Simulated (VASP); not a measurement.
# V2O5 (P6mm) in VASP: a series of runs

The runs below take V2O5 through single point, with PBEsol, r2SCAN.

All numbers are computed with VASP 6.6.1; they aren't measurements. Logs are shortened: lines on timing, memory, paths and dates and some standing lists are left out, and cuts for length are marked.

## (1) The cell of the first run

It takes space group P6mm (No. 183, hexagonal). The conventional cell has a = 5.900 Å, b = 5.900 Å, c = 4.860 Å, α = 90.00°, β = 90.00°, γ = 120.00°. V (site symmetry 3m) has 4 O at 1.59 to 1.78 Å within 2.1 Å. Within 2.1 Å of O (site symmetry 3m) lie 1 V at 1.59 Å. O (site symmetry 2mm) has 2 V at 1.78 Å within 2.4 Å.

## (2) Single point, PBEsol

File INCAR:

```
SYSTEM = V2O5
PREC     = Accurate       ! precision mode
ENCUT    = 520            ! plane-wave cutoff, eV
EDIFF    = 1E-6           ! SCF threshold, eV
ISMEAR   = 0              ! smearing method
SIGMA    = 0.02           ! smearing width, eV
LREAL    = .False.        ! projectors in reciprocal space
LASPH    = .True.         ! aspherical terms in the spheres
NELM     = 60             ! most SCF steps
ALGO     = Normal         ! electronic algorithm
ISIF     = 2              ! what is computed and relaxed
LWAVE    = .False.        ! write WAVECAR
LCHARG   = .False.        ! write CHGCAR
GGA      = PS             ! functional
NBANDS   = 37             ! bands
```

File KPOINTS:

```
regular mesh
0
Gamma
  6 6 6
  0 0 0
```

File POSCAR:

```
V2O5
1.0
    5.8995046092      0.0000000000      0.0000000000
   -2.9497523046      5.1091208613      0.0000000000
    0.0000000000      0.0000000000      4.8602249770
V O
2 5
Direct
    0.3333333333      0.6666666667      0.3806826199
    0.6666666667      0.3333333333      0.3806826199
    0.3333333333      0.6666666667      0.0541274032
    0.0000000000      0.5000000000      0.4897980747
    0.5000000000      0.5000000000      0.4897980747
    0.5000000000      0.0000000000      0.4897980747
    0.6666666667      0.3333333333      0.0541274032
```

Potentials or basis: VASP PAW PBE potentials, release 64 (V_sv, O).

Launch:

```bash
$ cat potpaw_PBE.64/V_sv/POTCAR potpaw_PBE.64/O/POTCAR > POTCAR
$ mpirun -np 1 vasp_std > vasp.out
```

OUTCAR:

```text
SYSTEM = V2O5
   PREC = Accurate
   ENCUT = 520
   EDIFF = 1E-6
   ISMEAR = 0
   LREAL = .False.
   LASPH = .True.
   NELM = 60
   ISIF = 2
   GGA = PS

 ion  position               nearest neighbor table
   1  0.333  0.667  0.381-   3 1.59   6 1.78   4 1.78   5 1.78
   2  0.667  0.333  0.381-   7 1.59   6 1.78   4 1.78   5 1.78
   3  0.333  0.667  0.054-   1 1.59
   4  0.000  0.500  0.490-   1 1.78   2 1.78
   5  0.500  0.500  0.490-   1 1.78   2 1.78
   6  0.500  0.000  0.490-   1 1.78   2 1.78
   7  0.667  0.333  0.054-   2 1.59

  LATTYP: Found a hexagonal cell.
 ALAT       =     5.8995046092
 C/A-ratio  =     0.8238361183

  Lattice vectors:

 A1 = (   5.8995046092,   0.0000000000,   0.0000000000)
 A2 = (  -2.9497523046,   5.1091208613,   0.0000000000)
 A3 = (   0.0000000000,   0.0000000000,   4.8602249770)

Analysis of symmetry for initial positions (statically):
=====================================================================
 Subroutine PRICEL returns:
 Original cell was already a primitive cell.

 Routine SETGRP: Setting up the symmetry group for a
 hexagonal supercell.

 Subroutine GETGRP returns: Found 12 space group operations
 (whereof 12 operations were pure point group operations)
 out of a pool of 24 trial point group operations.

The static configuration has the point symmetry C_6v.

Analysis of symmetry for dynamics (positions and initial velocities):
=====================================================================
 Subroutine PRICEL returns:
 Original cell was already a primitive cell.

 Routine SETGRP: Setting up the symmetry group for a
 hexagonal supercell.

 Subroutine GETGRP returns: Found 12 space group operations
 (whereof 12 operations were pure point group operations)
 out of a pool of 24 trial point group operations.

The dynamic configuration has the point symmetry C_6v.

 Subroutine INISYM returns: Found 12 space group operations
 (whereof 12 operations are pure point group operations),
 and found     1 'primitive' translations

----------------------------------------------------------------------------------------

                                     Primitive cell

  volume of cell :     146.4934

  direct lattice vectors                    reciprocal lattice vectors
     5.899504609  0.000000000  0.000000000     0.169505758  0.097864195  0.000000000
    -2.949752305  5.109120861  0.000000000     0.000000000  0.195728390  0.000000000
     0.000000000  0.000000000  4.860224977     0.000000000  0.000000000  0.205751792

  length of vectors
     5.899504609  5.899504609  4.860224977     0.195728390  0.195728390  0.205751792

  position of ions in fractional coordinates (direct lattice)
     0.333333333  0.666666667  0.380682620
     0.666666667  0.333333333  0.380682620
     0.333333333  0.666666667  0.054127403
     0.000000000  0.500000000  0.489798075
     0.500000000  0.500000000  0.489798075
     0.500000000  0.000000000  0.489798075
     0.666666667  0.333333333  0.054127403

  ion indices of the primitive-cell ions
   primitive index   ion index
                 1           1
                 2           2
                 3           3
                 4           4
                 5           5
                 6           6
                 7           7

----------------------------------------------------------------------------------------

 KPOINTS: regular mesh

Automatic generation of k-mesh.
 Grid dimensions read from file:
 generate k-points for:    6    6    6

 Generating k-lattice:

  Cartesian coordinates                     Fractional coordinates (reciprocal lattice)
     0.028250960  0.016310699  0.000000000     0.166666667  0.000000000  0.000000000
     0.000000000  0.032621398  0.000000000     0.000000000  0.166666667  0.000000000
     0.000000000  0.000000000  0.034291965     0.000000000  0.000000000  0.166666667

  Length of vectors
     0.032621398  0.032621398  0.034291965

  Shift w.r.t. Gamma in fractional coordinates (k-lattice)
     0.000000000  0.000000000  0.000000000

 Subroutine IBZKPT returns following result:
 ===========================================

 Found     28 irreducible k-points:

 Following reciprocal coordinates:
            Coordinates               Weight
  0.000000  0.000000  0.000000      1.000000
  0.166667  0.000000  0.000000      6.000000
  0.333333  0.000000  0.000000      6.000000
  0.500000  0.000000  0.000000      3.000000
  0.166667  0.166667  0.000000      6.000000
  0.333333  0.166667  0.000000     12.000000
[... 16 lines left out ...]
  0.166667  0.000000  0.500000      6.000000
  0.333333  0.000000  0.500000      6.000000
 [... further k-points ...]
   k-points           NKPTS =     28   k-points in BZ     NKDIM =     28   number of bands    NBANDS=     37
   number of dos      NEDOS =    301   number of ions     NIONS =      7
   total plane-waves  NPLWV =  82944
   dimension x,y,z NGX =    48 NGY =   48 NGZ =   36
   dimension x,y,z NGXF=    96 NGYF=   96 NGZF=   72
   ions per type =               2   5
   NGX,Y,Z   is equivalent  to a cutoff of  13.53, 13.53, 12.31 a.u.
   NGXF,Y,Z  is equivalent  to a cutoff of  27.05, 27.05, 24.63 a.u.
 SYSTEM =  V2O5
   PREC   = accura    normal or accurate (medium, high low for compatibility)
   ISTART =      0    job   : 0-new  1-cont  2-samecut
   ICHARG =      2    charge: 1-file 2-atom 10-const
   ISPIN  =      1    spin polarized calculation?
   LNONCOLLINEAR =      F non collinear calculations
   LSORBIT =      F    spin-orbit coupling
   LASPH  =      T    aspherical Exc in radial PAW
   ENCUT  =  520.0 eV  38.22 Ry    6.18 a.u.  10.97 10.97  9.04*2*pi/ulx,y,z
   NELM   =     60;   NELMIN=  2; NELMDL= -5     # of ELM steps
   EDIFF  = 0.1E-05   stopping-criterion for ELM
   LREAL  =      F    real-space projection
   EDIFFG = 0.1E-04   stopping-criterion for IOM
   NSW    =      0    number of steps for IOM
   IBRION =     -1    ionic relax: 0-MD 1-quasi-New 2-CG
   NFREE  =      0    steps in history (QN), initial steepest desc. (CG)
   ISIF   =      2    stress and relaxation
   ISYM   =      2    0-nonsym 1-usesym 2-fastsym
   POTIM  = 0.5000    time-step for ionic-motion
   TEBEG  =    0.0;   TEEND  =   0.0 temperature during run
   PSTRESS=    0.0 pullay stress
   NELECT =      56.0000    total number of electrons
   NUPDOWN=      -1.0000    fix difference up-down
   EMIN   =  10.00;   EMAX   =-10.00  energy-range for DOS
   EFERMI =   0.00;   METHOD = LEGACY
   ISMEAR =     0;   SIGMA  =   0.02  broadening in eV -4-tet -1-fermi 0-gaus
   EFERMI_NEDOS =   21; number of points for ismear=-14 and -15
   IALGO  =     38    algorithm
   IMIX   =      4    mixing-type and parameters
     AMIX     =   0.40;   BMIX     =  1.00
     AMIX_MAG =   1.60;   BMIX_MAG =  1.00
  volume/ion in A,a.u.               =      20.93       141.23
  Fermi-wavevector in a.u.,A,eV,Ry     =   1.188132  2.245245 19.206779  1.411658
  Thomas-Fermi vector in A             =   2.324269
   LORBIT       =      0    0 simple, 1 ext, 2 COOP (PROOUT), +10 PAW based schemes
   GGA     = PS    functional components
   LHFCALC =     F    Hartree Fock is set to
   AEXX    =    0.0000 exact exchange contribution
   IVDW    =     0    specifies the selected vdW correction
   LEPSILON=     F    determine dielectric tensor
   LRPA    =     F    only Hartree local field effects (RPA)
 non-spin polarized calculation
 Gauss-broadening in eV      SIGMA  =   0.02
  energy-cutoff  :      520.00
  volume of cell :      146.49
 maximum number of plane-waves:      3978
 NGX is ok and might be reduce to    48
   NGX = 21   NGY = 21   NGZ = 19

 number of electron      55.9999998 magnetization

 Free energy of the ion-electron system (eV)
  ---------------------------------------------------
  ext. energy  EPLUGINS =         0.00000000
  ---------------------------------------------------
  free energy    TOTEN  =       -61.19643272 eV

  energy without entropy =      -61.19643272  energy(sigma->0) =      -61.19643272

 E-fermi :  -2.5634     XC(G=0):  -7.1393

 val. band max:       -2.8249379080   @ k =   0.5000   0.0000   0.5000
 cond. band min:      -0.0784955836   @ k =   0.3333   0.3333   0.0000
 fundamental gap:      2.7464423244
 Fermi energy:        -2.5633780428

 k-point     1 :       0.0000    0.0000    0.0000
  band No.  band energies     occupation
      1     -65.9763      2.00000
      2     -65.9693      2.00000
      3     -40.1484      2.00000
      4     -40.1376      2.00000
      5     -40.0401      2.00000
      6     -40.0401      2.00000
[... 29 lines left out ...]
     36       3.4159      0.00000
     37       3.7097      0.00000

 k-point     2 :       0.1667    0.0000    0.0000
  band No.  band energies     occupation
      1     -65.9759      2.00000
      2     -65.9698      2.00000
      3     -40.1478      2.00000
      4     -40.1384      2.00000
      5     -40.0408      2.00000
      6     -40.0353      2.00000
[... 29 lines left out ...]
     36       3.4192      0.00000
     37       3.6852      0.00000

 k-point     3 :       0.3333    0.0000    0.0000
  band No.  band energies     occupation
      1     -65.9748      2.00000
      2     -65.9708      2.00000
      3     -40.1464      2.00000
      4     -40.1403      2.00000
      5     -40.0421      2.00000
      6     -40.0235      2.00000
[... 29 lines left out ...]
     36       3.0236      0.00000
     37       3.6127      0.00000
[... 761 lines left out ...]
 k-point    23 :       0.1667    0.0000    0.5000
  band No.  band energies     occupation
      1     -65.9759      2.00000
      2     -65.9698      2.00000
      3     -40.1487      2.00000
      4     -40.1391      2.00000
      5     -40.0407      2.00000
      6     -40.0353      2.00000
[... 29 lines left out ...]
     36       3.4386      0.00000
     37       3.6489      0.00000

 k-point    24 :       0.3333    0.0000    0.5000
  band No.  band energies     occupation
      1     -65.9748      2.00000
      2     -65.9708      2.00000
      3     -40.1472      2.00000
      4     -40.1410      2.00000
      5     -40.0421      2.00000
      6     -40.0235      2.00000
[... 29 lines left out ...]
     36       3.5365      0.00000
     37       3.5538      0.00000

 [... further k-points ...]

------------------------ aborting loop because EDIFF is reached ----------------------------------------

  FORCE on cell =-STRESS in cart. coord.  units (eV):
  Direction    XX          YY          ZZ          XY          YZ          ZX
  --------------------------------------------------------------------------------------
  -------------------------------------------------------------------------------------
  Total       -1.8017034     -1.8017034     -0.8938460      0.0000000     -0.0000000      0.0000000
  in kB      -19.7049700    -19.7049700     -9.7758645      0.0000000     -0.0000000      0.0000000
  external PRESSURE =     -16.3952681 kB  Pullay stress =       0.0000000 kB

 VOLUME and BASIS-vectors are now :
 -----------------------------------------------------------------------------
  energy-cutoff  :      520.00
  volume of cell :      146.49
      direct lattice vectors                 reciprocal lattice vectors
     5.899504609  0.000000000  0.000000000     0.169505758  0.097864195  0.000000000
    -2.949752305  5.109120861  0.000000000     0.000000000  0.195728390  0.000000000
     0.000000000  0.000000000  4.860224977     0.000000000  0.000000000  0.205751792

 POSITION                                       TOTAL-FORCE (eV/Angst)
 -----------------------------------------------------------------------------------
     -0.00000      3.40608      1.85020         0.000000      0.000000      0.296283
      2.94975      1.70304      1.85020        -0.000000     -0.000000      0.296283
     -0.00000      3.40608      0.26307         0.000000     -0.000000     -0.005688
     -1.47488      2.55456      2.38053         0.000000      0.000000     -0.193730
      1.47488      2.55456      2.38053         0.000000      0.000000     -0.193730
      2.94975      0.00000      2.38053         0.000000      0.000000     -0.193730
      2.94975      1.70304      0.26307        -0.000000      0.000000     -0.005688
 -----------------------------------------------------------------------------------
    total drift:                                0.000000      0.000000      0.001047

  FREE ENERGIE OF THE ION-ELECTRON SYSTEM (eV)
  ---------------------------------------------------
  free  energy   TOTEN  =       -61.1964327195 eV

  energy  without entropy=      -61.1964327195  energy(sigma->0) =      -61.19643272
```

Wall time 6.1 min (1 thread of Oxide Virtual Turin-like, shared host); peak memory 0.29 GiB.

Results:

| Quantity | Value |
| --- | --- |
| Free energy | -61.1964 eV |
| Pressure | -1.6 GPa |
| Largest force | 0.296 eV/Å |
| Band gap on the k mesh | 2.75 eV (least direct gap 2.87 eV) |

Forces in eV/Å, atoms in the order of the input:
```
V    0.000  0.000  0.296
V    0.000  0.000  0.296
O    0.000  0.000 -0.006
O    0.000  0.000 -0.194
O    0.000  0.000 -0.194
O    0.000  0.000 -0.194
O    0.000  0.000 -0.006
```

Caveat: the PAW data sets were made with another functional, which shifts forces and pressure a little.

## (3) Single point, r2SCAN

POSCAR is that of step 2.

File INCAR.step1:

```
ALGO = Normal ; EDIFF = 1E-4
ENCUT = 520 ; GGA = PE
ISMEAR = 0 ; LASPH = True
LCHARG = False ; LREAL = False
LWAVE = True ; NBANDS = 37
NELM = 100 ; PREC = Accurate
SIGMA = 0.02
```

File INCAR.step2:

```
ALGO = Normal ; EDIFF = 1E-6
ENCUT = 520 ; ISIF = 2
ISMEAR = 0 ; ISTART = 1
LASPH = True ; LCHARG = False
LMIXTAU = True ; LREAL = False
LWAVE = False ; METAGGA = R2SCAN
NBANDS = 37 ; NELM = 100
PREC = Accurate ; SIGMA = 0.02
```

File KPOINTS:

```
k-points
0
Gamma
  6 6 6
```

Potentials or basis: VASP PAW PBE potentials, release 64 (V_sv, O).

Launch:

```bash
$ cat potpaw_PBE.64/V_sv/POTCAR potpaw_PBE.64/O/POTCAR > POTCAR
$ cp INCAR.step1 INCAR
$ mpirun -np 1 vasp_std > vasp.out
$ cp INCAR.step2 INCAR
$ mpirun -np 1 vasp_std > vasp.out
```

Run time: 22 min. Hardware: 1 thread of Oxide Virtual Turin-like, shared host; peak memory 0.34 GiB.

It converged, with:

- Free energy: -75.0546 eV
- Pressure: -1.6 GPa
- Largest force: 0.242 eV/Å
- Band gap on the k mesh: 3.10 eV (least direct gap 3.21 eV)

Forces on the atoms (eV/Å):
```
V    0.000  0.000  0.242
V    0.000  0.000  0.242
O    0.000  0.000 -0.062
O    0.000  0.000 -0.120
O    0.000  0.000 -0.120
O    0.000  0.000 -0.120
O    0.000  0.000 -0.062
```

Stress tensor (GPa, compression positive):
```
-1.86  0.00  0.00
 0.00 -1.86  0.00
 0.00  0.00 -1.04
```

Levels at points of the mesh, in eV from the valence-band top:
```
           k point  band 26  band 27  band 28  band 29  band 30  band 31
(0.00, 0.00, 0.00)    -0.63    -0.63    -0.25     3.67     3.67     4.61
(0.50, 0.00, 0.00)    -0.70    -0.61    -0.29     3.21     3.80     4.44
(0.00, 0.00, 0.50)    -0.24    -0.24    -0.24     3.69     3.69     4.58
(0.50, 0.00, 0.50)    -0.30    -0.15     0.00     3.33     3.88     4.48
```

Caveat: the PAW data sets were made with another functional, which shifts forces and pressure a little. A k mesh can miss the band edges.
